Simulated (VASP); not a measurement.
# ZnH (F-43m) in VASP: further runs

ZnH is run at these levels: PBE0; tasks: single point.

Program: VASP 6.6.1. These are calculated values, not measurements. Logs are shortened: lines on timing, memory, paths and dates and some standing lists are left out, and cuts for length are marked.

### 1 The cell of the first run

Symmetry: F-43m, No. 216, cubic system. The conventional cell has a = 4.669 Å, b = 4.669 Å, c = 4.669 Å, α = 90.00°, β = 90.00°, γ = 90.00°. Zn (site symmetry -43m) has 4 H at 2.02 Å within 2.7 Å. H (site symmetry -43m) has 4 Zn at 2.02 Å within 2.7 Å.

### 2 Single point, PBE0

File POSCAR:

```
ZnH
1.0
    0.0000000000      2.3347076100      2.3347076100
    2.3347076100      0.0000000000      2.3347076100
    2.3347076100      2.3347076100      0.0000000000
Zn H
1 1
Direct
    0.0000000000      0.0000000000      0.0000000000
    0.2500000000      0.2500000000      0.2500000000
```

File INCAR.step1:

```
SYSTEM = ZnH
  ALGO = Normal
  EDIFF = 1E-5
  ENCUT = 520
  GGA = PE
  ISIF = 2
  ISMEAR = 1
  LASPH = .True.
  LCHARG = .False.
  LREAL = .False.
  LWAVE = .True.
  NBANDS = 14
  NELM = 100
  PREC = Accurate
  SIGMA = 0.1
```

File INCAR.step2:

```
SYSTEM = ZnH
  AEXX = 0.25
  ALGO = Normal
  EDIFF = 1E-6
  ENCUT = 520
  GGA = PE
  ISIF = 2
  ISMEAR = 1
  ISTART = 1
  LASPH = .True.
  LCHARG = .False.
  LHFCALC = .True.
  LREAL = .False.
  LWAVE = .False.
  NBANDS = 14
  NELM = 100
  PREC = Accurate
  PRECFOCK = Normal
  SIGMA = 0.1
```

File KPOINTS:

```
k-points
0
Gamma
  5 5 5
  0 0 0
```

Potentials or basis: VASP PAW PBE potentials, release 64 (Zn, H).

The run is started by

```
$ cat potpaw_PBE.64/Zn/POTCAR potpaw_PBE.64/H/POTCAR > POTCAR
$ cp INCAR.step1 INCAR
$ mpirun -np 1 vasp_std > vasp.out
$ cp INCAR.step2 INCAR
$ mpirun -np 1 vasp_std > vasp.out
```

OUTCAR:

```text
SYSTEM = ZnH
   AEXX = 0.25
   EDIFF = 1E-6
   ENCUT = 520
   GGA = PE
   ISIF = 2
   ISMEAR = 1
   ISTART = 1
   LASPH = .True.
   LHFCALC = .True.
   LREAL = .False.
   NELM = 100
   PREC = Accurate
   PRECFOCK = Normal

 ion  position               nearest neighbor table
   1  0.000  0.000  0.000-
   2  0.250  0.250  0.250-

  LATTYP: Found a face centered cubic cell.
 ALAT       =     4.6694152200

  Lattice vectors:

 A1 = (   0.0000000000,   2.3347076100,   2.3347076100)
 A2 = (   2.3347076100,   0.0000000000,   2.3347076100)
 A3 = (   2.3347076100,   2.3347076100,   0.0000000000)

Analysis of symmetry for initial positions (statically):
=====================================================================
 Subroutine PRICEL returns:
 Original cell was already a primitive cell.

 Routine SETGRP: Setting up the symmetry group for a
 face centered cubic supercell.

 Subroutine GETGRP returns: Found 24 space group operations
 (whereof 24 operations were pure point group operations)
 out of a pool of 48 trial point group operations.

The static configuration has the point symmetry T_d .

Analysis of symmetry for dynamics (positions and initial velocities):
=====================================================================
 Subroutine PRICEL returns:
 Original cell was already a primitive cell.

 Routine SETGRP: Setting up the symmetry group for a
 face centered cubic supercell.

 Subroutine GETGRP returns: Found 24 space group operations
 (whereof 24 operations were pure point group operations)
 out of a pool of 48 trial point group operations.

The dynamic configuration has the point symmetry T_d .

 Subroutine INISYM returns: Found 24 space group operations
 (whereof 24 operations are pure point group operations),
 and found     1 'primitive' translations

----------------------------------------------------------------------------------------

                                     Primitive cell

  volume of cell :      25.4523

  direct lattice vectors                    reciprocal lattice vectors
     0.000000000  2.334707610  2.334707610    -0.214159579  0.214159579  0.214159579
     2.334707610  0.000000000  2.334707610     0.214159579 -0.214159579  0.214159579
     2.334707610  2.334707610  0.000000000     0.214159579  0.214159579 -0.214159579

  length of vectors
     3.301775166  3.301775166  3.301775166     0.370935273  0.370935273  0.370935273

  position of ions in fractional coordinates (direct lattice)
     0.000000000  0.000000000  0.000000000
     0.250000000  0.250000000  0.250000000

  ion indices of the primitive-cell ions
   primitive index   ion index
                 1           1
                 2           2

----------------------------------------------------------------------------------------

 KPOINTS: k-points

Automatic generation of k-mesh.
 Grid dimensions read from file:
 generate k-points for:    5    5    5

 Generating k-lattice:

  Cartesian coordinates                     Fractional coordinates (reciprocal lattice)
    -0.042831916  0.042831916  0.042831916     0.200000000  0.000000000  0.000000000
     0.042831916 -0.042831916  0.042831916     0.000000000  0.200000000  0.000000000
     0.042831916  0.042831916 -0.042831916     0.000000000  0.000000000  0.200000000

  Length of vectors
     0.074187055  0.074187055  0.074187055

  Shift w.r.t. Gamma in fractional coordinates (k-lattice)
     0.000000000  0.000000000  0.000000000

 Subroutine IBZKPT returns following result:
 ===========================================

 Found     10 irreducible k-points:

 Following reciprocal coordinates:
            Coordinates               Weight
  0.000000  0.000000  0.000000      1.000000
  0.200000  0.000000  0.000000      8.000000
  0.400000  0.000000  0.000000      8.000000
  0.200000  0.200000  0.000000      6.000000
  0.400000  0.200000  0.000000     24.000000
 -0.400000  0.200000  0.000000     24.000000
 -0.200000  0.200000  0.000000     12.000000
  0.400000  0.400000  0.000000      6.000000
 -0.400000  0.400000  0.000000     12.000000
 -0.400000  0.400000  0.200000     24.000000
   k-points           NKPTS =     10   k-points in BZ     NKDIM =    125   number of bands    NBANDS=     14
   number of dos      NEDOS =    301   number of ions     NIONS =      2
   total plane-waves  NPLWV =  21952
   dimension x,y,z NGX =    28 NGY =   28 NGZ =   28
   dimension x,y,z NGXF=    56 NGYF=   56 NGZF=   56
   ions per type =               1   1
   NGX,Y,Z   is equivalent  to a cutoff of  14.10, 14.10, 14.10 a.u.
   NGXF,Y,Z  is equivalent  to a cutoff of  28.20, 28.20, 28.20 a.u.
 SYSTEM =  ZnH
   PREC   = accura    normal or accurate (medium, high low for compatibility)
   ISTART =      1    job   : 0-new  1-cont  2-samecut
   ICHARG =      0    charge: 1-file 2-atom 10-const
   ISPIN  =      1    spin polarized calculation?
   LNONCOLLINEAR =      F non collinear calculations
   LSORBIT =      F    spin-orbit coupling
   LASPH  =      T    aspherical Exc in radial PAW
   ENCUT  =  520.0 eV  38.22 Ry    6.18 a.u.   6.14  6.14  6.14*2*pi/ulx,y,z
   NELM   =    100;   NELMIN=  2; NELMDL=  0     # of ELM steps
   EDIFF  = 0.1E-05   stopping-criterion for ELM
   LREAL  =      F    real-space projection
   EDIFFG = 0.1E-04   stopping-criterion for IOM
   NSW    =      0    number of steps for IOM
   IBRION =     -1    ionic relax: 0-MD 1-quasi-New 2-CG
   NFREE  =      0    steps in history (QN), initial steepest desc. (CG)
   ISIF   =      2    stress and relaxation
   ISYM   =      3    0-nonsym 1-usesym 2-fastsym
   POTIM  = 0.5000    time-step for ionic-motion
   TEBEG  =    0.0;   TEEND  =   0.0 temperature during run
   PSTRESS=    0.0 pullay stress
   NELECT =      13.0000    total number of electrons
   NUPDOWN=      -1.0000    fix difference up-down
   EMIN   =  10.00;   EMAX   =-10.00  energy-range for DOS
   EFERMI =   0.00;   METHOD = LEGACY
   ISMEAR =     1;   SIGMA  =   0.10  broadening in eV -4-tet -1-fermi 0-gaus
   EFERMI_NEDOS =   21; number of points for ismear=-14 and -15
   IALGO  =     38    algorithm
   IMIX   =      1    mixing-type and parameters
     AMIX     =   0.40;   BMIX     =  1.00
     AMIX_MAG =   1.60;   BMIX_MAG =  1.00
  volume/ion in A,a.u.               =      12.73        85.88
  Fermi-wavevector in a.u.,A,eV,Ry     =   1.308620  2.472933 23.299780  1.712485
  Thomas-Fermi vector in A             =   2.439274
   LORBIT       =      0    0 simple, 1 ext, 2 COOP (PROOUT), +10 PAW based schemes
   GGA     = PE    functional components
   LHFCALC =     T    Hartree Fock is set to
   PRECFOCK=normal    Normal, Fast or Accurate (Low or Medium for compatibility)
   ENCUT4O =  -1.0   cutoff for four orbital integrals eV
   NKREDX  =     1    reduce k-point grid by
   NKREDY  =     1    reduce k-point grid by
   NKREDZ  =     1    reduce k-point grid by
   AEXX    =    0.2500 exact exchange contribution
   HFSCREEN=    0.0000 screening length (either q_TF or 0.3 A-1)
   HFSCREENC=   0.0000 screening length for correlation (either q_TF or 0.3 A-1)
   ENCUTFOCK=  -1.0 apply spherical cutoff to Coloumb kernel
   IVDW    =     0    specifies the selected vdW correction
   LEPSILON=     F    determine dielectric tensor
   LRPA    =     F    only Hartree local field effects (RPA)
 non-spin polarized calculation
 Methfessel and Paxton  Order N= 1 SIGMA  =   0.10
  energy-cutoff  :      520.00
  volume of cell :       25.45
 maximum number of plane-waves:       701
 NGX is ok and might be reduce to    28
  NGX = 20; NGY = 20; NGZ = 20

 number of electron      12.9999989 magnetization

 Free energy of the ion-electron system (eV)
  ---------------------------------------------------
  ext. energy  EPLUGINS =         0.00000000
  ---------------------------------------------------
  free energy    TOTEN  =        -4.20194048 eV

  energy without entropy =       -4.19824034  energy(sigma->0) =       -4.20070710

 E-fermi :   0.9900     XC(G=0):  -7.6777

 val. band max:        0.9559040557   @ k =  -0.4000   0.4000   0.2000
 cond. band min:       2.1657303931   @ k =   0.4000   0.4000   0.0000
 fundamental gap:      1.2098263375
 Fermi energy:         0.9900060768

 k-point     1 :       0.0000    0.0000    0.0000
  band No.  band energies     occupation
      1     -10.1705      2.00000
      2      -8.7191      2.00000
      3      -8.7191      2.00000
      4      -8.7191      2.00000
      5      -8.5446      2.00000
      6      -8.5446      2.00000
      7       7.9151      0.00000
      8      13.9623      0.00000
      9      13.9623      0.00000
     10      13.9623      0.00000
     11      16.0685      0.00000
     12      16.0685      0.00000
     13      16.0685      0.00000
     14      19.5516      0.00000

 k-point     2 :       0.2000    0.0000    0.0000
  band No.  band energies     occupation
      1      -9.5208      2.00000
      2      -8.6819      2.00000
      3      -8.6819      2.00000
      4      -8.5467      2.00000
      5      -8.5402      2.00000
      6      -8.5402      2.00000
      7       5.5419      0.00000
      8      10.3406      0.00000
      9      12.5385      0.00000
     10      12.5385      0.00000
     11      17.5392      0.00000
     12      17.5392      0.00000
     13      18.1021      0.00000
     14      19.9166      0.00000

 k-point     3 :       0.4000    0.0000    0.0000
  band No.  band energies     occupation
      1      -9.2702      2.00000
      2      -8.6921      2.00000
      3      -8.6921      2.00000
      4      -8.4606      2.00000
      5      -8.4606      2.00000
      6      -6.3969      2.00000
      7      -0.4538      2.00000
      8       9.5920      0.00000
      9      11.6006      0.00000
     10      11.6006      0.00000
     11      15.6093      0.00000
     12      15.6093      0.00000
     13      16.1772      0.00000
     14      23.8596      0.00000

 k-point     4 :       0.2000    0.2000    0.0000
  band No.  band energies     occupation
      1      -9.3437      2.00000
      2      -8.6859      2.00000
      3      -8.6252      2.00000
      4      -8.6252      2.00000
      5      -8.5067      2.00000
      6      -8.4302      2.00000
      7       6.1481      0.00000
      8      10.0736      0.00000
      9      10.0736      0.00000
     10      11.1325      0.00000
     11      13.9225      0.00000
     12      18.9912      0.00000
     13      21.4460      0.00000
     14      21.4460      0.00000

 k-point     5 :       0.4000    0.2000    0.0000
  band No.  band energies     occupation
      1      -9.1718      2.00000
      2      -8.7040      2.00000
      3      -8.6185      2.00000
      4      -8.5972      2.00000
      5      -8.4473      2.00000
      6      -6.6667      2.00000
      7       2.4142     -0.00000
      8       6.9105      0.00000
      9       9.0540      0.00000
     10      10.4661      0.00000
     11      15.1344      0.00000
     12      18.8109      0.00000
     13      20.1223      0.00000
     14      22.1862      0.00000

 k-point     6 :      -0.4000    0.2000    0.0000
  band No.  band energies     occupation
      1      -9.1715      2.00000
      2      -8.7243      2.00000
      3      -8.6163      2.00000
      4      -8.5657      2.00000
      5      -8.4681      2.00000
      6      -4.9304      2.00000
      7      -0.8701      2.00000
      8       5.3608      0.00000
      9       9.8740      0.00000
     10      10.5650      0.00000
     11      16.3704      0.00000
     12      18.3242      0.00000
     13      21.4819      0.00000
     14      22.7279      0.00000

 k-point     7 :      -0.2000    0.2000    0.0000
  band No.  band energies     occupation
      1      -9.1756      2.00000
      2      -8.7091      2.00000
      3      -8.6090      2.00000
      4      -8.5851      2.00000
      5      -8.5633      2.00000
      6      -7.3960      2.00000
      7       3.5502      0.00000
      8       6.2174      0.00000
      9      11.7511      0.00000
     10      12.2756      0.00000
     11      15.9042      0.00000
     12      17.8073      0.00000
     13      18.4878      0.00000
     14      19.6772      0.00000

 k-point     8 :       0.4000    0.4000    0.0000
  band No.  band energies     occupation
      1      -9.2099      2.00000
      2      -8.8315      2.00000
      3      -8.4568      2.00000
      4      -8.4568      2.00000
      5      -8.4452      2.00000
      6      -5.5397      2.00000
      7       2.1657     -0.00000
      8       7.3855      0.00000
      9       7.4554      0.00000
     10       7.4554      0.00000
     11      10.8128      0.00000
     12      23.1327      0.00000
     13      26.4592      0.00000
     14      26.4592      0.00000

 k-point     9 :      -0.4000    0.4000    0.0000
  band No.  band energies     occupation
      1      -9.1772      2.00000
      2      -8.7969      2.00000
      3      -8.5483      2.00000
      4      -8.4784      2.00000
      5      -8.4496      2.00000
      6      -4.0020      2.00000
      7       0.3823      2.00000
      8       3.0683      0.00000
      9       7.7581      0.00000
     10       8.9333      0.00000
     11      14.4025      0.00000
     12      21.2614      0.00000
     13      24.2366      0.00000
     14      24.8175      0.00000

 k-point    10 :      -0.4000    0.4000    0.2000
  band No.  band energies     occupation
      1      -9.1278      2.00000
      2      -8.7400      2.00000
      3      -8.6652      2.00000
      4      -8.5076      2.00000
      5      -8.4590      2.00000
      6      -4.5617      2.00000
      7       0.9559      1.54167
      8       3.7321      0.00000
      9       5.6833      0.00000
     10      13.1505      0.00000
     11      15.5825      0.00000
     12      17.4205      0.00000
     13      22.1599      0.00000
     14      24.9213      0.00000

------------------------ aborting loop because EDIFF is reached ----------------------------------------

  FORCE on cell =-STRESS in cart. coord.  units (eV):
  Direction    XX          YY          ZZ          XY          YZ          ZX
  --------------------------------------------------------------------------------------
  -------------------------------------------------------------------------------------
  Total       -0.8788962     -0.8788962     -0.8788962      0.0000000      0.0000000      0.0000000
  in kB      -55.3249024    -55.3249024    -55.3249024      0.0000000      0.0000000      0.0000000
  external PRESSURE =     -55.3249024 kB  Pullay stress =       0.0000000 kB

 VOLUME and BASIS-vectors are now :
 -----------------------------------------------------------------------------
  energy-cutoff  :      520.00
  volume of cell :       25.45
      direct lattice vectors                 reciprocal lattice vectors
     0.000000000  2.334707610  2.334707610    -0.214159579  0.214159579  0.214159579
     2.334707610  0.000000000  2.334707610     0.214159579 -0.214159579  0.214159579
     2.334707610  2.334707610  0.000000000     0.214159579  0.214159579 -0.214159579

 POSITION                                       TOTAL-FORCE (eV/Angst)
 -----------------------------------------------------------------------------------
      0.00000      0.00000      0.00000         0.000000     -0.000000     -0.000000
      1.16735      1.16735      1.16735        -0.000000      0.000000      0.000000
 -----------------------------------------------------------------------------------
    total drift:                               -0.000005     -0.000005     -0.000004

  FREE ENERGIE OF THE ION-ELECTRON SYSTEM (eV)
  ---------------------------------------------------
  free  energy   TOTEN  =        -4.2019404793 eV

  energy  without entropy=       -4.1982403423  energy(sigma->0) =       -4.20070710
```

It took 6.2 min on 1 thread of Oxide Virtual Turin-like, shared host; peak memory 0.13 GiB.

What came out:

```
Free energy : -4.2019 eV
Pressure    : -5.5 GPa
```

Caveat: the k points lie up to 0.47 Å⁻¹ apart; the PAW data sets were made with another functional, which shifts forces and pressure a little.

### 3 Single point, PBE0

POSCAR is that of step 2.

File INCAR.step1:

```
PREC     = Accurate       # precision mode
ENCUT    = 520            # plane-wave cutoff, eV
EDIFF    = 1E-5           # SCF threshold, eV
ISMEAR   = 1              # smearing method
SIGMA    = 0.1            # smearing width, eV
LREAL    = False          # projectors in reciprocal space
LASPH    = True           # aspherical terms in the spheres
NELM     = 60             # most SCF steps
ALGO     = Normal         # electronic algorithm
ISIF     = 2              # what is computed and relaxed
LWAVE    = True           # write WAVECAR
LCHARG   = False          # write CHGCAR
NBANDS   = 14             # bands
GGA      = PE             # functional
```

File INCAR.step2:

```
PREC     = Accurate       # precision mode
ENCUT    = 520            # plane-wave cutoff, eV
EDIFF    = 1E-6           # SCF threshold, eV
ISMEAR   = 1              # smearing method
SIGMA    = 0.1            # smearing width, eV
LREAL    = False          # projectors in reciprocal space
LASPH    = True           # aspherical terms in the spheres
NELM     = 60             # most SCF steps
ALGO     = Normal         # electronic algorithm
ISIF     = 2              # what is computed and relaxed
LWAVE    = False          # write WAVECAR
LCHARG   = False          # write CHGCAR
GGA      = PE             # functional
LHFCALC  = True           # exact exchange
AEXX     = 0.25           # exact-exchange fraction
PRECFOCK = Normal       
NBANDS   = 14             # bands
ISTART   = 1
```

File KPOINTS:

```
Automatic mesh
0
Gamma
  5 5 5
```

Potentials or basis: VASP PAW PBE potentials, release 64 (Zn, H).

The run is started by

```
$ cat potpaw_PBE.64/Zn/POTCAR potpaw_PBE.64/H/POTCAR > POTCAR
$ cp INCAR.step1 INCAR
$ mpirun -np 1 vasp_std > vasp.out
$ cp INCAR.step2 INCAR
$ mpirun -np 1 vasp_std > vasp.out
```

Wall time 4.4 min (1 thread of Oxide Virtual Turin-like, shared host); peak memory 0.13 GiB.

The run converged. Its results:

- Free energy: -4.2019 eV
- Pressure: -5.5 GPa

Levels at points of the mesh, in eV from the Fermi level:
```tsv
k point	band 2	band 3	band 4	band 5	band 6	band 7	band 8	band 9	band 10	band 11
(0.00, 0.00, 0.00)	-9.71	-9.71	-9.71	-9.53	-9.53	6.93	12.97	12.97	12.97	15.08
```

Caveat: the k points lie up to 0.47 Å⁻¹ apart; the PAW data sets were made with another functional, which shifts forces and pressure a little.
